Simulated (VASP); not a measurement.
A run of VASP 6.6.1 is set up as follows.

The input INCAR:

```
SYSTEM = Cu
ALGO = Fast ; EDIFF = 1E-6
EDIFFG = -0.05 ; ENCUT = 600
GGA = PE ; IBRION = 2
ISIF = 3 ; ISMEAR = 0
LASPH = .True. ; LCHARG = .False.
LREAL = .False. ; LWAVE = .False.
NELM = 80 ; NSW = 80
PREC = Accurate ; PSTRESS = 73.0
SIGMA = 0.1
```

Contents of KPOINTS:

```
k-points
0
Gamma
  10 10 10
  0 0 0
```

The input POSCAR:

```
Cu
1.0
    0.0000000000      1.8075000000      1.8075000000
    1.8075000000      0.0000000000      1.8075000000
    1.8075000000      1.8075000000      0.0000000000
Cu
1
Direct
    0.0000000000      0.0000000000      0.0000000000
```

Potentials or basis: VASP PAW PBE potentials, release 64 (Cu).

The run is started by

```console
$ cat potpaw_PBE.64/Cu/POTCAR > POTCAR
$ mpirun -np 1 vasp_std > vasp.out
```

Task: Estimate the relaxed cell.

Result: a = 2.530 Å, b = 2.530 Å, c = 2.530 Å, α = 60.00°, β = 60.00°, γ = 60.00°.

Task: What does it give for the relaxed volume?

Result: 11.45 Å³/atom.

The path:
```tsv
step	energy change (eV)	largest force (eV/Å)	pressure (GPa)	volume (Å³)
1	0.0000	0.0000	2.99	11.81
2	0.0205	0.0000	9.92	11.28
3	0.0111	0.0000	7.06	11.45
```

Caveat: the cell is relaxed towards a set pressure, so the enthalpy falls and the energy may rise.
